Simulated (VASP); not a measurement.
# K2In2Ag3 (P-6m2) in VASP: single point with PBE

Aim: the single point of K2In2Ag3 with PBE.

Everything below comes from runs of VASP 6.6.1. Logs are shortened: lines on timing, memory, paths and dates and some standing lists are left out, and cuts for length are marked.

## 1. The cell of the first run

Symmetry: P-6m2, No. 187, hexagonal system. Conventional cell: a = 6.862 Å, b = 6.862 Å, c = 6.272 Å, α = 90.00°, β = 90.00°, γ = 120.00°. K (site symmetry -6m2) has 6 Ag at 3.52 Å and 6 In at 4.24 Å within 4.6 Å. Within 4.5 Å of K (site symmetry -6m2) lie 6 Ag at 3.45 Å and 6 In at 4.28 Å. Within 3.8 Å of In (site symmetry 3m) lie 3 Ag at 2.86 Å and 2 In at 3.02 to 3.25 Å. Ag (site symmetry mm2) has 2 Ag at 2.78 Å and 2 In at 2.86 Å and 4 K at 3.45 to 3.52 Å within 3.7 Å.

The cell was built from a structure type or drawn by symmetry, and may not be a known phase.

## 2. Single point, PBE

File INCAR:

```
SYSTEM = K2In2Ag3
PREC     = Accurate       ! precision mode
ENCUT    = 520            ! plane-wave cutoff, eV
EDIFF    = 1E-6           ! SCF threshold, eV
ISMEAR   = 0              ! smearing method
SIGMA    = 0.1            ! smearing width, eV
LREAL    = .FALSE.        ! projectors in reciprocal space
LASPH    = .TRUE.         ! aspherical terms in the spheres
NELM     = 60             ! most SCF steps
ALGO     = Fast           ! electronic algorithm
ISIF     = 2              ! what is computed and relaxed
LWAVE    = .FALSE.        ! write WAVECAR
LCHARG   = .TRUE.         ! write CHGCAR
GGA      = PE             ! functional
LELF     = .TRUE.         ! ELF
LVHAR    = .TRUE.       
NBANDS   = 48             ! bands
```

File KPOINTS:

```
regular mesh
0
G
  6 6 6
  0 0 0
```

File POSCAR:

```
K2In2Ag3
1.0
    6.8619874106      0.0000000000      0.0000000000
   -3.4309937053      5.9426554181      0.0000000000
    0.0000000000      0.0000000000      6.2720192304
K In Ag
2 2 3
Direct
    0.3333333333      0.6666666667      0.5000000000
    0.0000000000      0.0000000000      0.0000000000
    0.6666666667      0.3333333333      0.2589572581
    0.6666666667      0.3333333333      0.7410427419
    0.4684166011      0.5315833989      0.0000000000
    0.4684166011      0.9368332022      0.0000000000
    0.0631667978      0.5315833989      0.0000000000
```

Potentials or basis: VASP PAW PBE potentials, release 64 (K_sv, In_d, Ag).

Command:

```bash
cat potpaw_PBE.64/K_sv/POTCAR potpaw_PBE.64/In_d/POTCAR potpaw_PBE.64/Ag/POTCAR > POTCAR
mpirun -np 1 vasp_std > vasp.out
```

OUTCAR:

```text
SYSTEM = K2In2Ag3
   PREC = Accurate
   ENCUT = 520
   EDIFF = 1E-6
   ISMEAR = 0
   LREAL = .FALSE.
   LASPH = .TRUE.
   NELM = 60
   ISIF = 2
   GGA = PE

 ion  position               nearest neighbor table
   1  0.333  0.667  0.500-   7 3.52   7 3.52   6 3.52   6 3.52   5 3.52   5 3.52
   2  0.000  0.000  0.000-   6 3.45   6 3.45   5 3.45   7 3.45   7 3.45   5 3.45
   3  0.667  0.333  0.259-   7 2.86   6 2.86   5 2.86   4 3.02   4 3.25
   4  0.667  0.333  0.741-   7 2.86   6 2.86   5 2.86   3 3.02   3 3.25
   5  0.468  0.532  0.000-   7 2.78   6 2.78   3 2.86   4 2.86   2 3.45   2 3.45   1 3.52   1 3.52

   6  0.468  0.937  0.000-   5 2.78   7 2.78   3 2.86   4 2.86   2 3.45   2 3.45   1 3.52   1 3.52

   7  0.063  0.532  0.000-   5 2.78   6 2.78   3 2.86   4 2.86   2 3.45   2 3.45   1 3.52   1 3.52

  LATTYP: Found a hexagonal cell.
 ALAT       =     6.8619874106
 C/A-ratio  =     0.9140237157

  Lattice vectors:

 A1 = (   6.8619874106,   0.0000000000,   0.0000000000)
 A2 = (  -3.4309937053,   5.9426554181,   0.0000000000)
 A3 = (   0.0000000000,   0.0000000000,   6.2720192304)

Analysis of symmetry for initial positions (statically):
=====================================================================
 Subroutine PRICEL returns:
 Original cell was already a primitive cell.

 Routine SETGRP: Setting up the symmetry group for a
 hexagonal supercell.

 Subroutine GETGRP returns: Found 12 space group operations
 (whereof 12 operations were pure point group operations)
 out of a pool of 24 trial point group operations.

The static configuration has the point symmetry D_3h.

Analysis of symmetry for dynamics (positions and initial velocities):
=====================================================================
 Subroutine PRICEL returns:
 Original cell was already a primitive cell.

 Routine SETGRP: Setting up the symmetry group for a
 hexagonal supercell.

 Subroutine GETGRP returns: Found 12 space group operations
 (whereof 12 operations were pure point group operations)
 out of a pool of 24 trial point group operations.

The dynamic configuration has the point symmetry D_3h.

 Subroutine INISYM returns: Found 12 space group operations
 (whereof 12 operations are pure point group operations),
 and found     1 'primitive' translations

----------------------------------------------------------------------------------------

                                     Primitive cell

  volume of cell :     255.7631

  direct lattice vectors                    reciprocal lattice vectors
     6.861987411  0.000000000  0.000000000     0.145730375  0.084137471  0.000000000
    -3.430993705  5.942655418  0.000000000     0.000000000  0.168274943  0.000000000
     0.000000000  0.000000000  6.272019230     0.000000000  0.000000000  0.159438287

  length of vectors
     6.861987411  6.861987411  6.272019230     0.168274943  0.168274943  0.159438287

  position of ions in fractional coordinates (direct lattice)
     0.333333333  0.666666667  0.500000000
     0.000000000  0.000000000  0.000000000
     0.666666667  0.333333333  0.258957258
     0.666666667  0.333333333  0.741042742
     0.468416601  0.531583399  0.000000000
     0.468416601  0.936833202  0.000000000
     0.063166798  0.531583399  0.000000000

  ion indices of the primitive-cell ions
   primitive index   ion index
                 1           1
                 2           2
                 3           3
                 4           4
                 5           5
                 6           6
                 7           7

----------------------------------------------------------------------------------------

 KPOINTS: regular mesh

Automatic generation of k-mesh.
 Grid dimensions read from file:
 generate k-points for:    6    6    6

 Generating k-lattice:

  Cartesian coordinates                     Fractional coordinates (reciprocal lattice)
     0.024288396  0.014022912  0.000000000     0.166666667  0.000000000  0.000000000
     0.000000000  0.028045824  0.000000000     0.000000000  0.166666667  0.000000000
     0.000000000  0.000000000  0.026573048     0.000000000  0.000000000  0.166666667

  Length of vectors
     0.028045824  0.028045824  0.026573048

  Shift w.r.t. Gamma in fractional coordinates (k-lattice)
     0.000000000  0.000000000  0.000000000

 Subroutine IBZKPT returns following result:
 ===========================================

 Found     28 irreducible k-points:

 Following reciprocal coordinates:
            Coordinates               Weight
  0.000000  0.000000  0.000000      1.000000
  0.166667  0.000000  0.000000      6.000000
  0.333333  0.000000  0.000000      6.000000
  0.500000 -0.000000  0.000000      3.000000
  0.166667  0.166667  0.000000      6.000000
  0.333333  0.166667  0.000000     12.000000
[... 16 lines left out ...]
  0.166667  0.000000  0.500000      6.000000
  0.333333  0.000000  0.500000      6.000000
 [... further k-points ...]
   k-points           NKPTS =     28   k-points in BZ     NKDIM =     28   number of bands    NBANDS=     48
   number of dos      NEDOS =    301   number of ions     NIONS =      7
   total plane-waves  NPLWV = 139968
   dimension x,y,z NGX =    54 NGY =   54 NGZ =   48
   dimension x,y,z NGXF=   108 NGYF=  108 NGZF=   96
   ions per type =               2   2   3
   NGX,Y,Z   is equivalent  to a cutoff of  13.08, 13.08, 12.72 a.u.
   NGXF,Y,Z  is equivalent  to a cutoff of  26.17, 26.17, 25.45 a.u.
 SYSTEM =  K2In2Ag3
   PREC   = accura    normal or accurate (medium, high low for compatibility)
   ISTART =      0    job   : 0-new  1-cont  2-samecut
   ICHARG =      2    charge: 1-file 2-atom 10-const
   ISPIN  =      1    spin polarized calculation?
   LNONCOLLINEAR =      F non collinear calculations
   LSORBIT =      F    spin-orbit coupling
   LASPH  =      T    aspherical Exc in radial PAW
   ENCUT  =  520.0 eV  38.22 Ry    6.18 a.u.  12.76 12.76 11.66*2*pi/ulx,y,z
   NELM   =     60;   NELMIN=  2; NELMDL= -5     # of ELM steps
   EDIFF  = 0.1E-05   stopping-criterion for ELM
   LREAL  =      F    real-space projection
   EDIFFG = 0.1E-04   stopping-criterion for IOM
   NSW    =      0    number of steps for IOM
   IBRION =     -1    ionic relax: 0-MD 1-quasi-New 2-CG
   NFREE  =      0    steps in history (QN), initial steepest desc. (CG)
   ISIF   =      2    stress and relaxation
   ISYM   =      2    0-nonsym 1-usesym 2-fastsym
   POTIM  = 0.5000    time-step for ionic-motion
   TEBEG  =    0.0;   TEEND  =   0.0 temperature during run
   PSTRESS=    0.0 pullay stress
   NELECT =      77.0000    total number of electrons
   NUPDOWN=      -1.0000    fix difference up-down
   EMIN   =  10.00;   EMAX   =-10.00  energy-range for DOS
   EFERMI =   0.00;   METHOD = LEGACY
   ISMEAR =     0;   SIGMA  =   0.10  broadening in eV -4-tet -1-fermi 0-gaus
   EFERMI_NEDOS =   21; number of points for ismear=-14 and -15
   IALGO  =     68    algorithm
   IMIX   =      4    mixing-type and parameters
     AMIX     =   0.40;   BMIX     =  1.00
     AMIX_MAG =   1.60;   BMIX_MAG =  1.00
  volume/ion in A,a.u.               =      36.54       246.57
  Fermi-wavevector in a.u.,A,eV,Ry     =   1.097217  2.073439 16.379846  1.203885
  Thomas-Fermi vector in A             =   2.233573
   LORBIT       =      0    0 simple, 1 ext, 2 COOP (PROOUT), +10 PAW based schemes
   GGA     = PE    functional components
   LHFCALC =     F    Hartree Fock is set to
   AEXX    =    0.0000 exact exchange contribution
   IVDW    =     0    specifies the selected vdW correction
   LEPSILON=     F    determine dielectric tensor
   LRPA    =     F    only Hartree local field effects (RPA)
 non-spin polarized calculation
 RMM-DIIS sequential band-by-band and
 Gauss-broadening in eV      SIGMA  =   0.10
  energy-cutoff  :      520.00
  volume of cell :      255.76
 maximum number of plane-waves:      6912
 NGX is ok and might be reduce to    54
   NGX = 25   NGY = 25   NGZ = 23

 number of electron      77.0000004 magnetization

 Free energy of the ion-electron system (eV)
  ---------------------------------------------------
  ext. energy  EPLUGINS =         0.00000000
  ---------------------------------------------------
  free energy    TOTEN  =       -15.39586208 eV

  energy without entropy =      -15.38041953  energy(sigma->0) =      -15.38814081

 E-fermi :   2.5385     XC(G=0):  -7.8128

 val. band max:        2.5377734645   @ k =   0.3333   0.1667   0.0000
 cond. band min:       2.5429557090   @ k =   0.3333   0.1667   0.1667
 fundamental gap:      0.0051822445
 Fermi energy:         2.5384687813

 k-point     1 :       0.0000    0.0000    0.0000
  band No.  band energies     occupation
      1     -28.5759      2.00000
      2     -28.4968      2.00000
      3     -12.1201      2.00000
      4     -12.0680      2.00000
      5     -12.0680      2.00000
      6     -12.0351      2.00000
[... 40 lines left out ...]
     47       6.8378      0.00000
     48       6.8498      0.00000

 k-point     2 :       0.1667    0.0000    0.0000
  band No.  band energies     occupation
      1     -28.5759      2.00000
      2     -28.4968      2.00000
      3     -12.1200      2.00000
      4     -12.0680      2.00000
      5     -12.0678      2.00000
      6     -12.0362      2.00000
[... 40 lines left out ...]
     47       6.8277      0.00000
     48       7.1025      0.00000

 k-point     3 :       0.3333    0.0000    0.0000
  band No.  band energies     occupation
      1     -28.5759      2.00000
      2     -28.4968      2.00000
      3     -12.1199      2.00000
      4     -12.0691      2.00000
      5     -12.0679      2.00000
      6     -12.0371      2.00000
[... 40 lines left out ...]
     47       6.7543      0.00000
     48       7.3516      0.00000

 k-point     4 :       0.5000   -0.0000    0.0000
  band No.  band energies     occupation
      1     -28.5758      2.00000
      2     -28.4968      2.00000
      3     -12.1199      2.00000
      4     -12.0705      2.00000
      5     -12.0679      2.00000
      6     -12.0371      2.00000
[... 958 lines left out ...]
     47       6.0340      0.00000
     48       6.6850      0.00000

 k-point    23 :       0.1667    0.0000    0.5000
  band No.  band energies     occupation
      1     -28.5759      2.00000
      2     -28.4968      2.00000
      3     -12.1211      2.00000
      4     -12.0662      2.00000
      5     -12.0651      2.00000
      6     -12.0198      2.00000
[... 40 lines left out ...]
     47       6.1314      0.00000
     48       7.0627      0.00000

 k-point    24 :       0.3333    0.0000    0.5000
  band No.  band energies     occupation
      1     -28.5758      2.00000
      2     -28.4968      2.00000
      3     -12.1216      2.00000
      4     -12.0691      2.00000
      5     -12.0658      2.00000
      6     -12.0193      2.00000
[... 40 lines left out ...]
     47       6.6401      0.00000
     48       7.5825      0.00000

 [... further k-points ...]

------------------------ aborting loop because EDIFF is reached ----------------------------------------

  FORCE on cell =-STRESS in cart. coord.  units (eV):
  Direction    XX          YY          ZZ          XY          YZ          ZX
  --------------------------------------------------------------------------------------
  -------------------------------------------------------------------------------------
  Total       -0.0517070     -0.0517070     -0.0762976      0.0000000     -0.0000000      0.0000000
  in kB       -0.3239086     -0.3239086     -0.4779512      0.0000000     -0.0000000      0.0000000
  external PRESSURE =      -0.3752561 kB  Pullay stress =       0.0000000 kB

 VOLUME and BASIS-vectors are now :
 -----------------------------------------------------------------------------
  energy-cutoff  :      520.00
  volume of cell :      255.76
      direct lattice vectors                 reciprocal lattice vectors
     6.861987411  0.000000000  0.000000000     0.145730375  0.084137471  0.000000000
    -3.430993705  5.942655418  0.000000000     0.000000000  0.168274943  0.000000000
     0.000000000  0.000000000  6.272019230     0.000000000  0.000000000  0.159438287

 POSITION                                       TOTAL-FORCE (eV/Angst)
 -----------------------------------------------------------------------------------
     -0.00000      3.96177      3.13601        -0.000000      0.000000      0.000000
      0.00000      0.00000      0.00000        -0.000000      0.000000      0.000000
      3.43099      1.98089      1.62418        -0.000000      0.000000     -0.002938
      3.43099      1.98089      4.64783        -0.000000     -0.000000      0.002938
      1.39041      3.15902      0.00000        -0.001197      0.000691     -0.000000
      0.00000      5.56728      0.00000        -0.000000     -0.001382      0.000000
     -1.39041      3.15902      0.00000         0.001197      0.000691     -0.000000
 -----------------------------------------------------------------------------------
    total drift:                                0.000000     -0.000000      0.000000

  FREE ENERGIE OF THE ION-ELECTRON SYSTEM (eV)
  ---------------------------------------------------
  free  energy   TOTEN  =       -15.3958620809 eV

  energy  without entropy=      -15.3804195323  energy(sigma->0) =      -15.38814081
```

It took 15 min on 1 thread of Intel Xeon Platinum 8488C (Sapphire Rapids), shared host; peak memory 0.55 GiB.

What came out:

* Free energy: -15.3959 eV
* Pressure: 0.0 GPa
* Band gap on the k mesh: zero (an odd number of electrons rules out a gap without spin polarisation)

Forces in eV/Å, atoms in the order of the input:
```
K    0.000  0.000  0.000
K    0.000  0.000  0.000
In   0.000  0.000 -0.003
In   0.000  0.000  0.003
Ag  -0.001  0.001  0.000
Ag   0.000 -0.001  0.000
Ag   0.001  0.001  0.000
```

Levels at points of the mesh, in eV from the Fermi level:
```csv
k point,band 35,band 36,band 37,band 38,band 39,band 40,band 41,band 42,band 43,band 44
"(0.00, 0.00, 0.00)",-2.54,-2.41,-1.20,-1.16,-1.16,1.03,1.03,2.04,2.04,2.27
"(0.50, 0.00, 0.00)",-3.48,-1.87,-1.57,-1.48,-0.52,0.92,1.77,1.98,2.56,2.71
"(0.00, 0.00, 0.50)",-3.46,-1.88,-0.69,-0.69,0.58,0.58,1.18,1.28,1.28,2.80
"(0.50, 0.00, 0.50)",-3.59,-3.11,-1.08,-0.71,-0.19,0.44,2.08,2.89,2.90,3.28
```

Caveat: spin-orbit coupling is left out, which moves the levels of the heavy elements.
